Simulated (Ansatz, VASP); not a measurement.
KCl: VASP beside Ansatz

```
K Cl
1.0
     3.80851    0.00000    0.00000
     0.00000    3.80851    0.00000
     0.00000    0.00000    3.80851
K Cl
1 1
Direct
  0.00000 0.00000 0.00000
  0.50000 0.50000 0.50000
```

Alike in both runs: task single point; functional r2SCAN; k mesh 6 × 6 × 6; no spin polarisation.

|  | VASP | Ansatz |
| --- | --- | --- |
| version | VASP 6.6.1 | Ansatz 0.2.0 |
| potentials or method | VASP PAW PBE potentials, release 64 (K_sv, Cl) | plane waves, PAW |
| plane-wave cutoff (eV) | 520 | 500 |
| occupations | gaussian, width 0.01 eV | fixed |
| valence electrons in the cell | 16 | 16 |

|  | VASP | Ansatz | Ansatz less VASP |
| --- | --- | --- | --- |
| gap on the k mesh at the Fermi level (eV) | 5.67 | 5.66 | -0.005 |
| pressure (GPa) | -0.7 | -0.6 | +0.04 |

VASP's potentials were made for PBE, not for r2SCAN.
